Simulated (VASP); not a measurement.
# ZnCu2SnSe4 (I-42m) in VASP: single point with PBE

Aim: the single point of ZnCu2SnSe4 with PBE.

Everything below comes from runs of VASP 6.6.1. Logs are shortened: lines on timing, memory, paths and dates and some standing lists are left out, and cuts for length are marked.

**1. The cell of the first run**

The structure is tetragonal, space group I-42m (No. 121). The conventional cell has a = 5.767 Å, b = 5.767 Å, c = 11.525 Å, α = 90.00°, β = 90.00°, γ = 90.00°. Sn (site symmetry -42m) has 4 Se at 2.63 Å within 3.5 Å. Se (site symmetry m) has 2 Cu at 2.43 Å and 1 Zn at 2.51 Å and 1 Sn at 2.63 Å within 3.2 Å. Cu (site symmetry -4) has 4 Se at 2.43 Å within 3.2 Å. Zn (site symmetry -42m) has 4 Se at 2.51 Å within 3.3 Å.

**2. Single point, PBE**

File INCAR:

```
SYSTEM = ZnCu2SnSe4
ALGO     = Normal         ! electronic algorithm
EDIFF    = 1E-6           ! SCF threshold, eV
ENCUT    = 520            ! plane-wave cutoff, eV
GGA      = PE             ! functional
ISIF     = 2              ! what is computed and relaxed
ISMEAR   = -1             ! smearing method
LASPH    = .TRUE.         ! aspherical terms in the spheres
LCHARG   = .FALSE.        ! write CHGCAR
LREAL    = .FALSE.        ! projectors in reciprocal space
LWAVE    = .FALSE.        ! write WAVECAR
NBANDS   = 46             ! bands
NELM     = 100            ! most SCF steps
PREC     = Accurate       ! precision mode
SIGMA    = 0.1            ! smearing width, eV
```

File KPOINTS:

```
k-points
0
G
  6 6 6
  0 0 0
```

File POSCAR:

```
ZnCu2SnSe4
1.0
    0.0000000000      5.7673720276      0.0000000000
    5.7673720276      0.0000000000      0.0000000000
    2.8836860138      2.8836860138     -5.7625482490
Sn Se Cu Zn
1 4 2 1
Direct
    0.5000000000      0.5000000000      0.0000000000
    0.6243163196      0.6243163196      0.2708340517
    0.3756836804      0.8951503713      0.7291659483
    0.1048496287      0.1048496287      0.2708340517
    0.8951503713      0.3756836804      0.7291659483
    0.7500000000      0.2500000000      0.5000000000
    0.2500000000      0.7500000000      0.5000000000
    0.0000000000      0.0000000000      0.0000000000
```

Potentials or basis: VASP PAW PBE potentials, release 64 (Sn_d, Se, Cu, Zn).

The run is started by

```
$ cat potpaw_PBE.64/Sn_d/POTCAR potpaw_PBE.64/Se/POTCAR potpaw_PBE.64/Cu/POTCAR potpaw_PBE.64/Zn/POTCAR > POTCAR
$ mpirun -np 1 vasp_std > vasp.out
```

OUTCAR:

```text
SYSTEM = ZnCu2SnSe4
   EDIFF = 1E-6
   ENCUT = 520
   GGA = PE
   ISIF = 2
   ISMEAR = -1
   LASPH = .TRUE.
   LREAL = .FALSE.
   NELM = 100
   PREC = Accurate

 ion  position               nearest neighbor table
   1  0.500  0.500  0.000-   2 2.63   3 2.63   5 2.63   4 2.63
   2  0.624  0.624  0.271-   6 2.43   7 2.43   8 2.51   1 2.63
   3  0.376  0.895  0.729-   6 2.43   7 2.43   8 2.51   1 2.63
   4  0.105  0.105  0.271-   6 2.43   7 2.43   8 2.51   1 2.63
   5  0.895  0.376  0.729-   6 2.43   7 2.43   8 2.51   1 2.63
   6  0.750  0.250  0.500-   2 2.43   3 2.43   4 2.43   5 2.43
   7  0.250  0.750  0.500-   2 2.43   3 2.43   4 2.43   5 2.43
   8  0.000  0.000  0.000-   2 2.51   3 2.51   4 2.51   5 2.51

  LATTYP: Found a body centered tetragonal cell.
 ALAT       =     5.7673720276
 C/A-ratio  =     1.9983272178

  Lattice vectors:

 A1 = (  -2.8836860138,   2.8836860138,   5.7625482490)
 A2 = (   2.8836860138,  -2.8836860138,   5.7625482490)
 A3 = (   2.8836860138,   2.8836860138,  -5.7625482490)

Analysis of symmetry for initial positions (statically):
=====================================================================
 Subroutine PRICEL returns:
 Original cell was already a primitive cell.

 Routine SETGRP: Setting up the symmetry group for a
 body centered tetragonal supercell.

 Subroutine GETGRP returns: Found  8 space group operations
 (whereof  8 operations were pure point group operations)
 out of a pool of 16 trial point group operations.

The static configuration has the point symmetry D_2d.

Analysis of symmetry for dynamics (positions and initial velocities):
=====================================================================
 Subroutine PRICEL returns:
 Original cell was already a primitive cell.

 Routine SETGRP: Setting up the symmetry group for a
 body centered tetragonal supercell.

 Subroutine GETGRP returns: Found  8 space group operations
 (whereof  8 operations were pure point group operations)
 out of a pool of 16 trial point group operations.

The dynamic configuration has the point symmetry D_2d.

 Subroutine INISYM returns: Found  8 space group operations
 (whereof  8 operations are pure point group operations),
 and found     1 'primitive' translations

----------------------------------------------------------------------------------------

                                     Primitive cell

  volume of cell :     191.6772

  direct lattice vectors                    reciprocal lattice vectors
     0.000000000  5.767372028  0.000000000     0.000000000  0.173389196  0.086767169
     5.767372028  0.000000000  0.000000000     0.173389196  0.000000000  0.086767169
     2.883686014  2.883686014 -5.762548249     0.000000000  0.000000000 -0.173534339

  length of vectors
     5.767372028  5.767372028  7.059621263     0.193887480  0.193887480  0.173534339

  position of ions in fractional coordinates (direct lattice)
     0.500000000  0.500000000  0.000000000
     0.624316320  0.624316320  0.270834052
     0.375683680  0.895150371  0.729165948
     0.104849629  0.104849629  0.270834052
     0.895150371  0.375683680  0.729165948
     0.750000000  0.250000000  0.500000000
     0.250000000  0.750000000  0.500000000
     0.000000000  0.000000000  0.000000000

  ion indices of the primitive-cell ions
   primitive index   ion index
                 1           1
                 2           2
                 3           3
                 4           4
                 5           5
                 6           6
                 7           7
                 8           8

----------------------------------------------------------------------------------------

 KPOINTS: k-points

Automatic generation of k-mesh.
 Grid dimensions read from file:
 generate k-points for:    6    6    6

 Generating k-lattice:

  Cartesian coordinates                     Fractional coordinates (reciprocal lattice)
     0.000000000  0.028898199  0.014461195     0.166666667  0.000000000  0.000000000
     0.028898199  0.000000000  0.014461195     0.000000000  0.166666667  0.000000000
     0.000000000  0.000000000 -0.028922390     0.000000000  0.000000000  0.166666667

  Length of vectors
     0.032314580  0.032314580  0.028922390

  Shift w.r.t. Gamma in fractional coordinates (k-lattice)
     0.000000000  0.000000000  0.000000000

 Subroutine IBZKPT returns following result:
 ===========================================

 Found     30 irreducible k-points:

 Following reciprocal coordinates:
            Coordinates               Weight
  0.000000  0.000000  0.000000      1.000000
  0.166667  0.000000  0.000000      8.000000
  0.333333  0.000000  0.000000      8.000000
  0.500000  0.000000  0.000000      4.000000
  0.166667  0.166667  0.000000      8.000000
  0.333333  0.166667  0.000000     16.000000
[... 16 lines left out ...]
 -0.333333 -0.333333  0.166667      4.000000
 -0.166667 -0.333333  0.166667     16.000000
 [... further k-points ...]
   k-points           NKPTS =     30   k-points in BZ     NKDIM =     30   number of bands    NBANDS=     46
   number of dos      NEDOS =    301   number of ions     NIONS =      8
   total plane-waves  NPLWV = 124416
   dimension x,y,z NGX =    48 NGY =   48 NGZ =   54
   dimension x,y,z NGXF=    96 NGYF=   96 NGZF=  108
   ions per type =               1   4   2   1
   NGX,Y,Z   is equivalent  to a cutoff of  13.84, 13.84, 12.72 a.u.
   NGXF,Y,Z  is equivalent  to a cutoff of  27.67, 27.67, 25.43 a.u.
 SYSTEM =  ZnCu2SnSe4
   PREC   = accura    normal or accurate (medium, high low for compatibility)
   ISTART =      0    job   : 0-new  1-cont  2-samecut
   ICHARG =      2    charge: 1-file 2-atom 10-const
   ISPIN  =      1    spin polarized calculation?
   LNONCOLLINEAR =      F non collinear calculations
   LSORBIT =      F    spin-orbit coupling
   LASPH  =      T    aspherical Exc in radial PAW
   ENCUT  =  520.0 eV  38.22 Ry    6.18 a.u.  10.72 10.72 13.13*2*pi/ulx,y,z
   NELM   =    100;   NELMIN=  2; NELMDL= -5     # of ELM steps
   EDIFF  = 0.1E-05   stopping-criterion for ELM
   LREAL  =      F    real-space projection
   EDIFFG = 0.1E-04   stopping-criterion for IOM
   NSW    =      0    number of steps for IOM
   IBRION =     -1    ionic relax: 0-MD 1-quasi-New 2-CG
   NFREE  =      0    steps in history (QN), initial steepest desc. (CG)
   ISIF   =      2    stress and relaxation
   ISYM   =      2    0-nonsym 1-usesym 2-fastsym
   POTIM  = 0.5000    time-step for ionic-motion
   TEBEG  =    0.0;   TEEND  =   0.0 temperature during run
   PSTRESS=    0.0 pullay stress
   NELECT =      72.0000    total number of electrons
   NUPDOWN=      -1.0000    fix difference up-down
   EMIN   =  10.00;   EMAX   =-10.00  energy-range for DOS
   EFERMI =   0.00;   METHOD = LEGACY
   ISMEAR =    -1;   SIGMA  =   0.10  broadening in eV -4-tet -1-fermi 0-gaus
   EFERMI_NEDOS =   21; number of points for ismear=-14 and -15
   IALGO  =     38    algorithm
   IMIX   =      4    mixing-type and parameters
     AMIX     =   0.40;   BMIX     =  1.00
     AMIX_MAG =   1.60;   BMIX_MAG =  1.00
  volume/ion in A,a.u.               =      23.96       161.69
  Fermi-wavevector in a.u.,A,eV,Ry     =   1.181215  2.232172 18.983775  1.395268
  Thomas-Fermi vector in A             =   2.317492
   LORBIT       =      0    0 simple, 1 ext, 2 COOP (PROOUT), +10 PAW based schemes
   GGA     = PE    functional components
   LHFCALC =     F    Hartree Fock is set to
   AEXX    =    0.0000 exact exchange contribution
   IVDW    =     0    specifies the selected vdW correction
   LEPSILON=     F    determine dielectric tensor
   LRPA    =     F    only Hartree local field effects (RPA)
 non-spin polarized calculation
  energy-cutoff  :      520.00
  volume of cell :      191.68
 maximum number of plane-waves:      5224
 NGX is ok and might be reduce to    48
   NGX = 21   NGY = 21   NGZ = 27

 number of electron      71.9999983 magnetization

 Free energy of the ion-electron system (eV)
  ---------------------------------------------------
  ext. energy  EPLUGINS =         0.00000000
  ---------------------------------------------------
  free energy    TOTEN  =       -29.57309509 eV

  energy without entropy =      -29.54666615  energy(sigma->0) =      -29.55988062

 E-fermi :   3.7083     XC(G=0):  -9.2908

 val. band max:        3.6315237831   @ k =   0.0000   0.0000   0.0000
 cond. band min:       3.8450084927   @ k =   0.5000   0.5000   0.1667
 fundamental gap:      0.2134847095
 Fermi energy:         3.7083056144

 k-point     1 :       0.0000    0.0000    0.0000
  band No.  band energies     occupation
      1     -18.5735      2.00000
      2     -18.5735      2.00000
      3     -18.5632      2.00000
      4     -18.5297      2.00000
      5     -18.5180      2.00000
      6     -10.5104      2.00000
[... 38 lines left out ...]
     45       8.5530      0.00000
     46       9.7798      0.00000

 k-point     2 :       0.1667    0.0000    0.0000
  band No.  band energies     occupation
      1     -18.5736      2.00000
      2     -18.5735      2.00000
      3     -18.5633      2.00000
      4     -18.5297      2.00000
      5     -18.5180      2.00000
      6     -10.4348      2.00000
[... 38 lines left out ...]
     45       8.5963      0.00000
     46       9.3621      0.00000

 k-point     3 :       0.3333    0.0000    0.0000
  band No.  band energies     occupation
      1     -18.5737      2.00000
      2     -18.5735      2.00000
      3     -18.5634      2.00000
      4     -18.5297      2.00000
      5     -18.5179      2.00000
      6     -10.2274      2.00000
[... 38 lines left out ...]
     45       9.2074      0.00000
     46       9.3971      0.00000

 k-point     4 :       0.5000    0.0000    0.0000
  band No.  band energies     occupation
      1     -18.5737      2.00000
      2     -18.5735      2.00000
      3     -18.5634      2.00000
      4     -18.5296      2.00000
      5     -18.5178      2.00000
      6     -10.0065      2.00000
[... 920 lines left out ...]
     45       9.2063      0.00000
     46       9.4058      0.00000

 k-point    23 :      -0.3333   -0.3333    0.1667
  band No.  band energies     occupation
      1     -18.5737      2.00000
      2     -18.5736      2.00000
      3     -18.5636      2.00000
      4     -18.5296      2.00000
      5     -18.5177      2.00000
      6      -9.8844      2.00000
[... 38 lines left out ...]
     45       8.7755      0.00000
     46       8.9815      0.00000

 k-point    24 :      -0.1667   -0.3333    0.1667
  band No.  band energies     occupation
      1     -18.5737      2.00000
      2     -18.5735      2.00000
      3     -18.5635      2.00000
      4     -18.5296      2.00000
      5     -18.5178      2.00000
      6      -9.9697      2.00000
[... 38 lines left out ...]
     45       8.9189      0.00000
     46       9.4481      0.00000

 [... further k-points ...]
[... 5 lines left out ...]
  --------------------------------------------------------------------------------------
  -------------------------------------------------------------------------------------
  Total        0.1563486      0.1563486      0.1523595      0.0000000      0.0000000      0.0000000
  in kB        1.3068747      1.3068747      1.2735313      0.0000000      0.0000000      0.0000000
  external PRESSURE =       1.2957602 kB  Pullay stress =       0.0000000 kB

 VOLUME and BASIS-vectors are now :
 -----------------------------------------------------------------------------
  energy-cutoff  :      520.00
  volume of cell :      191.68
      direct lattice vectors                 reciprocal lattice vectors
     0.000000000  5.767372028  0.000000000     0.000000000  0.173389196  0.086767169
     5.767372028  0.000000000  0.000000000     0.173389196  0.000000000  0.086767169
     2.883686014  2.883686014 -5.762548249     0.000000000  0.000000000 -0.173534339

 POSITION                                       TOTAL-FORCE (eV/Angst)
 -----------------------------------------------------------------------------------
      2.88369      2.88369      0.00000         0.000000     -0.000000      0.000000
      4.38166      4.38166     -1.56069        -0.007272     -0.007272      0.016044
      7.26535      4.26939     -4.20185        -0.007272      0.007272     -0.016044
      1.38571      1.38571     -1.56069         0.007272      0.007272      0.016044
      4.26939      7.26535     -4.20185         0.007272     -0.007272     -0.016044
      2.88369      5.76737     -2.88127         0.000000     -0.000000      0.000000
      5.76737      2.88369     -2.88127        -0.000000     -0.000000      0.000000
      0.00000      0.00000      0.00000        -0.000000     -0.000000      0.000000
 -----------------------------------------------------------------------------------
    total drift:                                0.000008      0.000008     -0.000016

  FREE ENERGIE OF THE ION-ELECTRON SYSTEM (eV)
  ---------------------------------------------------
  free  energy   TOTEN  =       -29.5730950900 eV

  energy  without entropy=      -29.5466661499  energy(sigma->0) =      -29.55988062
```

Wall time 6.9 min (1 thread of AMD EPYC 7R43 (Zen 3), shared host); peak memory 0.48 GiB.

Results:

| Quantity | Value |
| --- | --- |
| Free energy | -29.5731 eV |
| Pressure | 0.1 GPa |
| Largest force | 0.019 eV/Å |
| Band gap on the k mesh | zero (bands 36 and 37 overlap by 0.06 eV) |

Forces in eV/Å, atoms in the order of the input:
```
Sn   0.000  0.000  0.000
Se  -0.007 -0.007  0.016
Se  -0.007  0.007 -0.016
Se   0.007  0.007  0.016
Se   0.007 -0.007 -0.016
Cu   0.000  0.000  0.000
Cu   0.000  0.000  0.000
Zn   0.000  0.000  0.000
```

Caveat: semilocal functionals underestimate gaps, and a narrow one can read as zero; spin-orbit coupling is left out, which moves the levels of the heavy elements.

The gap in the log of VASP goes by the Fermi energy; the results here count the filled bands.